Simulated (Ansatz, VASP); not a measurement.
## C: VASP beside Ansatz

```xyz
4
Lattice="2.4673 0.0000 0.0000 -1.2336 2.1367 0.0000 0.0000 0.0000 7.8031" Properties=species:S:1:pos:R:3 pbc="T T T"
C     0.0000    0.0000    1.9508
C     0.0000    0.0000    5.8523
C     0.0000    1.4245    1.9508
C     1.2336    0.7122    5.8523
```

Alike in both runs: task relaxation of cell and atoms; functional PBE; dispersion D3(BJ); k mesh 21 × 21 × 6; occupations gaussian, width 0.1 eV; no spin polarisation.

```csv
,VASP,Ansatz
version,VASP 6.6.1,Ansatz 0.2.0
potentials or method,"VASP PAW PBE potentials, release 64 (C), cutoff 600 eV","scalar-relativistic, plane waves, PAW"
valence electrons in the cell,16,16
```

Ansatz gave:

| Property | Result |
| --- | --- |
| gap on the k mesh at the Fermi level, each at its own relaxed structure (eV) | none |
| relaxed volume (Å³/atom) | 8.87 |
| relaxed cell length with the largest relative difference (Å) | 6.744 |

Task: What did VASP give for the same quantities?

Result: gap on the k mesh at the Fermi level, each at its own relaxed structure (eV): none; relaxed volume (Å³/atom): 8.78; relaxed cell length with the largest relative difference (Å): 6.676.

A gap of «none» marks a metal or a gap that the smearing closes.
